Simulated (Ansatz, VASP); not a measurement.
# One calculation of Tl, two programs

```xyz
4
Lattice="2.6515 -4.4938 0.0000 2.6515 4.4938 0.0000 0.0000 0.0000 5.3100" Properties=species:S:1:pos:R:3 pbc="T T T"
Tl    2.6515    3.1232    0.4168
Tl    2.6515   -1.3706    2.2382
Tl    2.6515   -3.1232    4.8932
Tl    2.6515    1.3706    3.0719
```

Alike in both runs: task relaxation of cell and atoms; functional PBEsol; k mesh 4 × 4 × 4; occupations gaussian, width 0.1 eV; no spin polarisation.

```csv
,VASP,Ansatz
version,VASP 6.6.1,Ansatz 0.2.0
potentials or method,"VASP PAW PBE potentials, release 64 (Tl_d), cutoff 600 eV","scalar-relativistic, plane waves, PAW"
valence electrons in the cell,52,52
```

|  | VASP | Ansatz | Ansatz less VASP |
| --- | --- | --- | --- |
| gap on the k mesh at the Fermi level, each at its own relaxed structure (eV) | none | none | - |
| relaxed volume (Å³/atom) | 32.51 | 32.72 | +0.214 |
| relaxed cell length with the largest relative difference (Å) | 5.336 | 5.031 | -0.3049 |

VASP's potentials were made for PBE, not for PBEsol. A gap of «none» marks a metal or a gap that the smearing closes. One of these differences is far larger than is usual between the two programs; its cause wasn't traced.

Neither program's run includes spin-orbit coupling.
